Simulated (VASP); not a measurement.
# Os (P6_3/mmc) in VASP: further runs, part 2 of 2

VASP 6.6.1.

### Step 3. Single point, SVWN5

This run uses another cell than the first one, of 13.42 Å³/atom.

File INCAR:

```
SYSTEM = Os
ALGO = Normal
EDIFF = 1E-6
ENCUT = 560
GGA = VW
GGA_COMPAT = .False.
ISIF = 2
ISMEAR = -1
LASPH = .True.
LCHARG = .False.
LREAL = .False.
LWAVE = .False.
NBANDS = 23
NELM = 120
PREC = Accurate
SIGMA = 0.05
```

File KPOINTS:

```
k-points
0
Gamma
  11 11 6
  0 0 0
```

File POSCAR:

```
Os
1.0
    2.6971481730      0.0000000000      0.0000000000
   -1.3485740865      2.3357988356      0.0000000000
    0.0000000000      0.0000000000      4.2613185190
Os
2
Direct
    0.6666666667      0.3333333333      0.7500000000
    0.3333333333      0.6666666667      0.2500000000
```

Potentials or basis: VASP PAW PBE potentials, release 64 (Os_sv_GW).

Command:

```console
cat potpaw_PBE.64/Os_sv_GW/POTCAR > POTCAR
mpirun -np 1 vasp_std > vasp.out
```

Run time: 29 s. Hardware: 1 thread of Intel Xeon Platinum 8488C (Sapphire Rapids), shared host; peak memory 0.17 GiB.

The run converged. Its results:

| Item | Value |
| --- | --- |
| Free energy | -27.7590 eV |
| Pressure | 7.8 GPa |
| Band gap on the k mesh | zero (bands 16 and 17 overlap by 4.16 eV) |

Stress tensor (GPa, compression positive):
```
7.55 0.00 0.00
0.00 7.55 0.00
0.00 0.00 8.37
```

Levels at points of the mesh, in eV from the Fermi level:
| k point | band 14 | band 15 | band 16 | band 17 | band 18 | band 19 |
| --- | --- | --- | --- | --- | --- | --- |
| (0.00, 0.00, 0.00) | -2.30 | -2.30 | -1.61 | -1.61 | 0.17 | 1.85 |
| (0.00, 0.00, 0.50) | -3.40 | -3.40 | -3.40 | 1.03 | 1.03 | 1.03 |

Caveat: the cell stands under pressure; the PAW data sets were made with another functional, which shifts forces and pressure a little; spin-orbit coupling is left out, which moves the levels of the heavy elements.

### Step 4. Single point, HSE06

This run uses another cell than the first one, of 13.14 Å³/atom.

File POSCAR:

```
Os
1.0
    2.6782863798      0.0000000000      0.0000000000
   -1.3391431899      2.3194640436      0.0000000000
    0.0000000000      0.0000000000      4.2315181138
Os
2
Direct
    0.6666666667      0.3333333333      0.7500000000
    0.3333333333      0.6666666667      0.2500000000
```

File INCAR.step1:

```
SYSTEM = Os
PREC     = Accurate       ! precision mode
ENCUT    = 520            ! plane-wave cutoff, eV
EDIFF    = 1E-5           ! SCF threshold, eV
ISMEAR   = -1             ! smearing method
SIGMA    = 0.05           ! smearing width, eV
LREAL    = .FALSE.        ! projectors in reciprocal space
LASPH    = .TRUE.         ! aspherical terms in the spheres
NELM     = 100            ! most SCF steps
ALGO     = Normal         ! electronic algorithm
ISIF     = 2              ! what is computed and relaxed
LWAVE    = .TRUE.         ! write WAVECAR
LCHARG   = .FALSE.        ! write CHGCAR
GGA      = PE             ! functional
NBANDS   = 15             ! bands
```

File INCAR.step2:

```
SYSTEM = Os
PREC     = Accurate       ! precision mode
ENCUT    = 520            ! plane-wave cutoff, eV
EDIFF    = 1E-6           ! SCF threshold, eV
ISMEAR   = -1             ! smearing method
SIGMA    = 0.05           ! smearing width, eV
LREAL    = .FALSE.        ! projectors in reciprocal space
LASPH    = .TRUE.         ! aspherical terms in the spheres
NELM     = 100            ! most SCF steps
ALGO     = Normal         ! electronic algorithm
ISIF     = 2              ! what is computed and relaxed
LWAVE    = .FALSE.        ! write WAVECAR
LCHARG   = .FALSE.        ! write CHGCAR
GGA      = PE             ! functional
LHFCALC  = .TRUE.         ! exact exchange
HFSCREEN = 0.2079         ! screening, 1/A
PRECFOCK = Normal       
ISTART   = 1            
NBANDS   = 15             ! bands
```

File KPOINTS:

```
regular mesh
0
G
  6 6 3
  0 0 0
```

Potentials or basis: VASP PAW PBE potentials, release 64 (Os).

Command:

```console
cat potpaw_PBE.64/Os/POTCAR > POTCAR
cp INCAR.step1 INCAR
mpirun -np 1 vasp_std > vasp.out
cp INCAR.step2 INCAR
mpirun -np 1 vasp_std > vasp.out
```

It took 14 min on 1 thread of Intel Xeon Platinum 8259CL at 2.50GHz (Skylake/Cascade Lake), shared host; peak memory 0.25 GiB.

Results (log left out):

| Item | Value |
| --- | --- |
| Free energy | -25.7202 eV |
| Pressure | 27.9 GPa |
| Band gap on the k mesh | zero (bands 8 and 9 overlap by 4.83 eV) |

Stress tensor (GPa, compression positive):
```
29.23  0.00  0.00
 0.00 29.23  0.00
 0.00  0.00 25.33
```

Levels at points of the mesh, in eV from the Fermi level:
```
           k point  band 4  band 5  band 6  band 7  band 8  band 9  band 10  band 11  band 12  band 13
(0.00, 0.00, 0.00)   -3.94   -3.53   -2.95   -2.95   -2.18   -2.18    -0.24     2.13     2.13    10.94
(0.50, 0.00, 0.00)   -4.64   -3.53   -3.33   -2.39    2.65    3.33     3.37     5.49     6.93    10.90
```

Caveat: the k points lie up to 0.49 Å⁻¹ apart, too coarse for converged energies and pressures of a metal; the PAW data sets were made with another functional, which shifts forces and pressure a little; spin-orbit coupling is left out, which moves the levels of the heavy elements.

### Step 5. Single point, HSE06

This run uses another cell than the first one, of 13.42 Å³/atom.

File POSCAR:

```
Os
1.0
    2.6971481730      0.0000000000      0.0000000000
   -1.3485740865      2.3357988356      0.0000000000
    0.0000000000      0.0000000000      4.2613185190
Os
2
Direct
    0.6666666667      0.3333333333      0.7500000000
    0.3333333333      0.6666666667      0.2500000000
```

File INCAR.step1:

```
ALGO = Normal ; EDIFF = 1E-5
ENCUT = 520 ; GGA = PE
ISIF = 2 ; ISMEAR = -1
LASPH = T ; LREAL = F
LWAVE = T ; NBANDS = 15
NELM = 60 ; PREC = Accurate
SIGMA = 0.05
```

File INCAR.step2:

```
ALGO = Normal ; EDIFF = 1E-6
ENCUT = 520 ; GGA = PE
HFSCREEN = 0.2079 ; ISIF = 2
ISMEAR = -1 ; ISTART = 1
LASPH = T ; LCHARG = T
LELF = T ; LHFCALC = T
LREAL = F ; LVHAR = T
LWAVE = F ; NBANDS = 15
NELM = 60 ; PREC = Accurate
PRECFOCK = Normal ; SIGMA = 0.05
```

File KPOINTS:

```
k-points
0
Gamma
  6 6 3
```

Command:

```console
cat potpaw_PBE.64/Os/POTCAR > POTCAR
cp INCAR.step1 INCAR
mpirun -np 1 vasp_std > vasp.out
cp INCAR.step2 INCAR
mpirun -np 1 vasp_std > vasp.out
```

Run time: 14 min. Hardware: 1 thread of Intel Xeon Platinum 8259CL at 2.50GHz (Skylake/Cascade Lake), shared host; peak memory 0.26 GiB.

Results (log left out):

```
Free energy            : -25.7971 eV
Pressure               : 16.2 GPa
Band gap on the k mesh : zero (bands 8 and 9 overlap by 4.69 eV)
```

Stress tensor (GPa, compression positive):
```
17.61  0.00  0.00
 0.00 17.61  0.00
 0.00  0.00 13.37
```

Levels at points of the mesh, in eV from the Fermi level:
| k point | band 5 | band 6 | band 7 | band 8 | band 9 | band 10 | band 11 | band 12 |
| --- | --- | --- | --- | --- | --- | --- | --- | --- |
| (0.00, 0.00, 0.00) | -3.43 | -2.87 | -2.87 | -2.13 | -2.13 | -0.24 | 2.07 | 2.07 |
| (0.50, 0.00, 0.00) | -3.47 | -3.25 | -2.34 | 2.56 | 3.21 | 3.25 | 5.33 | 6.75 |

Caveat: the k points lie up to 0.49 Å⁻¹ apart, too coarse for converged energies and pressures of a metal; the PAW data sets were made with another functional, which shifts forces and pressure a little; spin-orbit coupling is left out, which moves the levels of the heavy elements.

### Step 6. Single point, HSE06

File POSCAR:

```
Os
1.0
    2.7157497827      0.0000000000      0.0000000000
   -1.3578748913      2.3519083021      0.0000000000
    0.0000000000      0.0000000000      4.2907078513
Os
2
Direct
    0.6666666667      0.3333333333      0.7500000000
    0.3333333333      0.6666666667      0.2500000000
```

File INCAR.step1:

```
SYSTEM = Os
ALGO     = Normal         ! electronic algorithm
EDIFF    = 1E-5           ! SCF threshold, eV
ENCUT    = 520            ! plane-wave cutoff, eV
GGA      = PE             ! functional
ISIF     = 2              ! what is computed and relaxed
ISMEAR   = -1             ! smearing method
LASPH    = .TRUE.         ! aspherical terms in the spheres
LCHARG   = .FALSE.        ! write CHGCAR
LREAL    = .FALSE.        ! projectors in reciprocal space
LWAVE    = .TRUE.         ! write WAVECAR
NBANDS   = 15             ! bands
NELM     = 60             ! most SCF steps
PREC     = Accurate       ! precision mode
SIGMA    = 0.05           ! smearing width, eV
```

File INCAR.step2:

```
SYSTEM = Os
ALGO     = Normal         ! electronic algorithm
EDIFF    = 1E-7           ! SCF threshold, eV
ENCUT    = 520            ! plane-wave cutoff, eV
GGA      = PE             ! functional
HFSCREEN = 0.2079         ! screening, 1/A
ISIF     = 2              ! what is computed and relaxed
ISMEAR   = -1             ! smearing method
ISTART   = 1            
LASPH    = .TRUE.         ! aspherical terms in the spheres
LCHARG   = .FALSE.        ! write CHGCAR
LHFCALC  = .TRUE.         ! exact exchange
LREAL    = .FALSE.        ! projectors in reciprocal space
LWAVE    = .FALSE.        ! write WAVECAR
NBANDS   = 15             ! bands
NELM     = 60             ! most SCF steps
PREC     = Accurate       ! precision mode
PRECFOCK = Normal       
SIGMA    = 0.05           ! smearing width, eV
```

File KPOINTS:

```
k-points
0
G
  6 6 3
  0 0 0
```

Potentials or basis: VASP PAW PBE potentials, release 64 (Os).

Command:

```console
cat potpaw_PBE.64/Os/POTCAR > POTCAR
cp INCAR.step1 INCAR
mpirun -np 1 vasp_std > vasp.out
cp INCAR.step2 INCAR
mpirun -np 1 vasp_std > vasp.out
```

It took 21 min on 1 thread of Intel Xeon Platinum 8259CL at 2.50GHz (Skylake/Cascade Lake), shared host; peak memory 0.25 GiB.

Results (log left out):

```
Free energy            : -25.8353 eV
Pressure               : 5.8 GPa
Band gap on the k mesh : zero (bands 8 and 9 overlap by 4.56 eV)
```

Stress tensor (GPa, compression positive):
```
7.26 0.00 0.00
0.00 7.26 0.00
0.00 0.00 2.75
```

Levels at points of the mesh, in eV from the Fermi level:
| k point | band 4 | band 5 | band 6 | band 7 | band 8 | band 9 | band 10 | band 11 | band 12 | band 13 |
| --- | --- | --- | --- | --- | --- | --- | --- | --- | --- | --- |
| (0.00, 0.00, 0.00) | -3.71 | -3.33 | -2.79 | -2.79 | -2.08 | -2.08 | -0.25 | 2.01 | 2.01 | 10.41 |
| (0.50, 0.00, 0.00) | -4.38 | -3.41 | -3.17 | -2.28 | 2.48 | 3.11 | 3.14 | 5.17 | 6.58 | 10.49 |

Caveat: the k points lie up to 0.49 Å⁻¹ apart, too coarse for converged energies and pressures of a metal; the PAW data sets were made with another functional, which shifts forces and pressure a little; spin-orbit coupling is left out, which moves the levels of the heavy elements.

### Step 7. Overview

```tsv
level	potentials or basis	cell	k mesh	cutoff (eV)	grid for exact exchange (PRECFOCK)	share of exact exchange	screening parameter	gap on the mesh (eV)	pressure (GPa)
BLYP	VASP PAW PBE potentials, release 64 (Os_sv_GW)	a = 2.716, b = 2.716, c = 4.291 Å, angles 90.0, 90.0, 120.0°, 2 atoms	11 × 11 × 6	560	-	-	-	none	36.2
SVWN5	VASP PAW PBE potentials, release 64 (Os_sv_GW)	a = 2.697, b = 2.697, c = 4.261 Å, angles 90.0, 90.0, 120.0°, 2 atoms	11 × 11 × 6	560	-	-	-	none	7.8
HSE06	VASP PAW PBE potentials, release 64 (Os)	a = 2.678, b = 2.678, c = 4.232 Å, angles 90.0, 90.0, 120.0°, 2 atoms	6 × 6 × 3	520	Normal	0.25	0.2079 1/Å	none	27.9
HSE06	VASP PAW PBE potentials, release 64 (Os)	a = 2.697, b = 2.697, c = 4.261 Å, angles 90.0, 90.0, 120.0°, 2 atoms	6 × 6 × 3	520	Normal	0.25	0.2079 1/Å	none	16.2
HSE06	VASP PAW PBE potentials, release 64 (Os)	a = 2.716, b = 2.716, c = 4.291 Å, angles 90.0, 90.0, 120.0°, 2 atoms	6 × 6 × 3	520	Normal	0.25	0.2079 1/Å	none	5.8
```

Alike in all rows: task single point; no spin polarisation; smearing fermi-dirac 0.05 eV.

Caveats: some runs use coarse meshes; the PAW data sets were made with another functional, which shifts forces and pressure a little; spin-orbit coupling is left out, which moves the levels of the heavy elements; the cell stands under pressure (at least some runs).

Total energies depend on the potentials used, so only differences within one code and one set of settings carry meaning.
